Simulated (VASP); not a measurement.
# GaP (zincblende type) (F-43m) in VASP: a series of runs, part 2 of 2

VASP 6.6.1.

### Step 3. Single point, PBEsol

This run uses another cell than the first one, of 20.11 Å³/atom.

Input file INCAR:

```
PREC = Accurate
ENCUT = 520
EDIFF = 1E-6
ISMEAR = -1
SIGMA = 0.05
LREAL = F
LASPH = T
NELM = 100
ALGO = Normal
ISIF = 2
LWAVE = F
LCHARG = F
GGA = PS
NBANDS = 16
```

Input file KPOINTS:

```
Automatic mesh
0
Gamma
  12 12 12
```

Input file POSCAR:

```
GaP
1.0
    0.0000000000      2.7192037058      2.7192037058
    2.7192037058      0.0000000000      2.7192037058
    2.7192037058      2.7192037058      0.0000000000
Ga P
1 1
Direct
    0.0000000000      0.0000000000      0.0000000000
    0.2500000000      0.2500000000      0.2500000000
```

Potentials or basis: VASP PAW PBE potentials, release 64 (Ga_d, P).

Started as:

```console
$ cat potpaw_PBE.64/Ga_d/POTCAR potpaw_PBE.64/P/POTCAR > POTCAR
$ mpirun -np 1 vasp_std > vasp.out
```

OUTCAR:

```text
PREC = Accurate
   ENCUT = 520
   EDIFF = 1E-6
   ISMEAR = -1
   LREAL = F
   LASPH = T
   NELM = 100
   ISIF = 2
   GGA = PS

 ion  position               nearest neighbor table
   1  0.000  0.000  0.000-   2 2.35   2 2.35   2 2.35   2 2.35
   2  0.250  0.250  0.250-   1 2.35   1 2.35   1 2.35   1 2.35

  LATTYP: Found a face centered cubic cell.
 ALAT       =     5.4384074116

  Lattice vectors:

 A1 = (   0.0000000000,   2.7192037058,   2.7192037058)
 A2 = (   2.7192037058,   0.0000000000,   2.7192037058)
 A3 = (   2.7192037058,   2.7192037058,   0.0000000000)

Analysis of symmetry for initial positions (statically):
=====================================================================
 Subroutine PRICEL returns:
 Original cell was already a primitive cell.

 Routine SETGRP: Setting up the symmetry group for a
 face centered cubic supercell.

 Subroutine GETGRP returns: Found 24 space group operations
 (whereof 24 operations were pure point group operations)
 out of a pool of 48 trial point group operations.

The static configuration has the point symmetry T_d .

Analysis of symmetry for dynamics (positions and initial velocities):
=====================================================================
 Subroutine PRICEL returns:
 Original cell was already a primitive cell.

 Routine SETGRP: Setting up the symmetry group for a
 face centered cubic supercell.

 Subroutine GETGRP returns: Found 24 space group operations
 (whereof 24 operations were pure point group operations)
 out of a pool of 48 trial point group operations.

The dynamic configuration has the point symmetry T_d .

 Subroutine INISYM returns: Found 24 space group operations
 (whereof 24 operations are pure point group operations),
 and found     1 'primitive' translations

----------------------------------------------------------------------------------------

                                     Primitive cell
[... 109 lines left out ...]
   IMIX   =      4    mixing-type and parameters
     AMIX     =   0.40;   BMIX     =  1.00
     AMIX_MAG =   1.60;   BMIX_MAG =  1.00
  volume/ion in A,a.u.               =      20.11       135.68
  Fermi-wavevector in a.u.,A,eV,Ry     =   1.252316  2.366534 21.337953  1.568295
  Thomas-Fermi vector in A             =   2.386222
   LORBIT       =      0    0 simple, 1 ext, 2 COOP (PROOUT), +10 PAW based schemes
   GGA     = PS    functional components
   LHFCALC =     F    Hartree Fock is set to
   AEXX    =    0.0000 exact exchange contribution
   IVDW    =     0    specifies the selected vdW correction
   LEPSILON=     F    determine dielectric tensor
   LRPA    =     F    only Hartree local field effects (RPA)
 non-spin polarized calculation
  energy-cutoff  :      520.00
  volume of cell :       40.21
 maximum number of plane-waves:      1106
 NGX is ok and might be reduce to    30
   NGX = 15   NGY = 15   NGZ = 15

 number of electron      17.9999987 magnetization

 Free energy of the ion-electron system (eV)
  ---------------------------------------------------
  ext. energy  EPLUGINS =         0.00000000
  ---------------------------------------------------
  free energy    TOTEN  =        -9.92370421 eV

  energy without entropy =       -9.92370420  energy(sigma->0) =       -9.92370420

 E-fermi :   5.3557     XC(G=0): -10.0521

 val. band max:        4.6351566420   @ k =   0.0000   0.0000   0.0000
 cond. band min:       6.0935010847   @ k =   0.4167   0.4167   0.0000
 fundamental gap:      1.4583444426
 Fermi energy:         5.3556511307

 k-point     1 :       0.0000    0.0000    0.0000
  band No.  band energies     occupation
      1      -9.9154      2.00000
      2      -9.9154      2.00000
      3      -9.9154      2.00000
      4      -9.8125      2.00000
      5      -9.8125      2.00000
      6      -7.9391      2.00000
[... 433 lines left out ...]
      3      -9.8793      2.00000
      4      -9.8124      2.00000
      5      -9.8065      2.00000
      6      -5.6049      2.00000
[... 8 lines left out ...]
     15      14.9616      0.00000
     16      16.5193      0.00000

 [... further k-points ...]

------------------------ aborting loop because EDIFF is reached ----------------------------------------

  FORCE on cell =-STRESS in cart. coord.  units (eV):
  Direction    XX          YY          ZZ          XY          YZ          ZX
  --------------------------------------------------------------------------------------
  -------------------------------------------------------------------------------------
  Total       -0.0210717     -0.0210717     -0.0210717     -0.0000000      0.0000000     -0.0000000
  in kB       -0.8395665     -0.8395665     -0.8395665     -0.0000000      0.0000000     -0.0000000
  external PRESSURE =      -0.8395665 kB  Pullay stress =       0.0000000 kB

 VOLUME and BASIS-vectors are now :
 -----------------------------------------------------------------------------
  energy-cutoff  :      520.00
  volume of cell :       40.21
      direct lattice vectors                 reciprocal lattice vectors
     0.000000000  2.719203706  2.719203706    -0.183877360  0.183877360  0.183877360
     2.719203706  0.000000000  2.719203706     0.183877360 -0.183877360  0.183877360
     2.719203706  2.719203706  0.000000000     0.183877360  0.183877360 -0.183877360

 POSITION                                       TOTAL-FORCE (eV/Angst)
 -----------------------------------------------------------------------------------
      0.00000      0.00000      0.00000         0.000000      0.000000      0.000000
      1.35960      1.35960      1.35960        -0.000000     -0.000000     -0.000000
 -----------------------------------------------------------------------------------
    total drift:                                0.000000      0.000000      0.000000

  FREE ENERGIE OF THE ION-ELECTRON SYSTEM (eV)
  ---------------------------------------------------
  free  energy   TOTEN  =        -9.9237042073 eV

  energy  without entropy=       -9.9237042010  energy(sigma->0) =       -9.92370420
```

OSZICAR:

```text
N       E                     dE             d eps       ncg     rms          rms(c)
DAV:   1     0.814736185856E+02    0.81474E+02   -0.90007E+03  2408   0.161E+03
DAV:   2    -0.387920420685E+01   -0.85353E+02   -0.81018E+02  2712   0.314E+02
DAV:   3    -0.101069087477E+02   -0.62277E+01   -0.62090E+01  2872   0.655E+01
DAV:   4    -0.102081665514E+02   -0.10126E+00   -0.10124E+00  2904   0.901E+00
DAV:   5    -0.102101970713E+02   -0.20305E-02   -0.20305E-02  2880   0.114E+00    0.415E+00
DAV:   6    -0.996493899633E+01    0.24526E+00   -0.35107E-01  3648   0.114E+01    0.263E+00
DAV:   7    -0.992633063176E+01    0.38608E-01   -0.81133E-02  3312   0.222E+00    0.992E-01
DAV:   8    -0.992350960000E+01    0.28210E-02   -0.11781E-02  2752   0.127E+00    0.173E-01
DAV:   9    -0.992365553978E+01   -0.14594E-03   -0.10227E-03  3240   0.443E-01    0.665E-02
DAV:  10    -0.992367800863E+01   -0.22469E-04   -0.61662E-05  3272   0.784E-02    0.295E-02
DAV:  11    -0.992370432988E+01   -0.26321E-04   -0.27184E-05  2696   0.545E-02    0.587E-03
DAV:  12    -0.992370420728E+01    0.12260E-06   -0.97400E-07  2264   0.118E-02
   1 F= -.99237042E+01 E0= -.99237042E+01  d E =-.627681E-08
```

stdout:

```text
POSCAR found type information on POSCAR GaP
 POSCAR found :  2 types and       2 ions
 scaLAPACK will be used
 -----------------------------------------------------------------------------
|                                                                             |
|                                                                             |
|     You enforced a specific xc type in the INCAR file but a different       |
|     I HOPE YOU KNOW WHAT YOU ARE DOING!                                     |
|                                                                             |
 -----------------------------------------------------------------------------

 LDA part: xc-table for (Slater+PW92), standard interpolation
 POSCAR, INCAR and KPOINTS ok, starting setup
 FFT: planning ... GRIDC
 FFT: planning ... GRID_SOFT
 FFT: planning ... GRID
 WAVECAR not read
 entering main loop
```

Run time: 54 s. Hardware: 1 thread of Intel Xeon Platinum 8488C (Sapphire Rapids), shared host; peak memory 0.19 GiB.

What came out:

```
Free energy            : -9.9237 eV
Pressure               : -0.1 GPa
Band gap on the k mesh : 1.46 eV (least direct gap 1.81 eV)
```

Levels at points of the mesh, in eV from the valence-band top:
```tsv
k point	band 7	band 8	band 9	band 10	band 11	band 12
(0.00, 0.00, 0.00)	0.00	0.00	0.00	1.81	3.83	3.83
(0.50, 0.00, 0.00)	-6.73	-1.14	-1.14	1.61	4.65	4.65
(0.50, 0.50, 0.00)	-6.84	-2.74	-2.74	1.50	1.71	10.60
```

Caveat: the PAW data sets were made with another functional, which shifts forces and pressure a little. A k mesh can miss the band edges.

### Step 4. Relaxation of cell and atoms, PBEsol

This run uses another cell than the first one, of 19.91 Å³/atom.

Input file INCAR:

```
  PREC = Accurate
  ENCUT = 600
  EDIFF = 1E-6
  ISMEAR = -1
  SIGMA = 0.05
  LREAL = F
  LASPH = T
  NELM = 80
  ALGO = Normal
  ISIF = 3
  LWAVE = F
  LCHARG = F
  GGA = PS
  IBRION = 2
  NSW = 60
  EDIFFG = -0.005
```

Input file KPOINTS:

```
regular mesh
0
Gamma
  12 12 12
```

Input file POSCAR:

```
GaP
1.0
    0.0000000000      2.7103316823      2.7103316823
    2.7103316823      0.0000000000      2.7103316823
    2.7103316823      2.7103316823      0.0000000000
Ga P
1 1
Direct
    0.0000000000      0.0000000000      0.0000000000
    0.2500000000      0.2500000000      0.2500000000
```

Started as:

```console
$ cat potpaw_PBE.64/Ga_d/POTCAR potpaw_PBE.64/P/POTCAR > POTCAR
$ mpirun -np 1 vasp_std > vasp.out
```

Wall time 59 s (1 thread of Intel Xeon Platinum 8488C (Sapphire Rapids), shared host); peak memory 0.21 GiB.

It converged, with:

| Item | Value |
| --- | --- |
| Free energy | -9.9236 eV |
| Relaxed volume | 20.09 Å³/atom |
| Relaxed cell | a = 3.845 Å, b = 3.845 Å, c = 3.845 Å, α = 60.00°, β = 60.00°, γ = 60.00° |
| Space group after relaxing (to 0.1 Å) | F-43m (No. 216) |
| Energy gained by relaxing | 0.4 meV/atom |
| Ionic steps | 3 |
| Pressure after relaxing | 0.0 GPa |
| Band gap on the k mesh | 1.46 eV (least direct gap 1.81 eV) |

The path:
| step | energy change (eV) | largest force (eV/Å) | pressure (GPa) | volume (Å³) |
| --- | --- | --- | --- | --- |
| 1 | 0.0000 | 0.0000 | 0.77 | 39.82 |
| 2 | -0.0006 | 0.0000 | -0.43 | 40.37 |
| 3 | -0.0009 | 0.0000 | 0.03 | 40.18 |

Final structure:
```cif
data_structure
_symmetry_space_group_name_H-M 'P 1'
_symmetry_Int_Tables_number 1
_cell_length_a 3.8445
_cell_length_b 3.8445
_cell_length_c 3.8445
_cell_angle_alpha 60.000
_cell_angle_beta 60.000
_cell_angle_gamma 60.000
_cell_volume 40.18
loop_
_atom_site_label
_atom_site_type_symbol
_atom_site_fract_x
_atom_site_fract_y
_atom_site_fract_z
_atom_site_occupancy
Ga1 Ga 0.00000 0.00000 0.00000 1
P1 P 0.25000 0.25000 0.25000 1
```

Levels at points of the mesh, in eV from the valence-band top:
```tsv
k point	band 7	band 8	band 9	band 10	band 11	band 12
(0.00, 0.00, 0.00)	0.00	0.00	0.00	1.81	3.83	3.83
(0.50, 0.00, 0.00)	-6.74	-1.14	-1.14	1.61	4.65	4.65
(0.50, 0.50, 0.00)	-6.84	-2.74	-2.74	1.50	1.71	10.61
```

Caveat: the PAW data sets were made with another functional, which shifts forces and pressure a little.

### Step 5. Overview

| task | cell | cutoff (eV) | gap on the mesh (eV) | pressure (GPa) |
| --- | --- | --- | --- | --- |
| single point | a = 3.767 Å, angles 60.0°, 2 atoms | 520 | 1.34 | 5.9 |
| single point | a = 3.846 Å, angles 60.0°, 2 atoms | 520 | 1.46 | -0.1 |
| relaxation of cell and atoms | relaxed from a = 3.833 Å, angles 60.0°, 2 atoms | 600 | 1.46 | 0.0 |

Alike in all rows: level PBEsol; potentials or basis VASP PAW PBE potentials, release 64 (Ga_d, P); no spin polarisation; k mesh 12 × 12 × 12; smearing fermi-dirac 0.05 eV.

Caveats: the PAW data sets were made with another functional, which shifts forces and pressure a little; the cell stands under pressure (at least some runs).

Absolute energies hang on the potentials; compare differences alone.
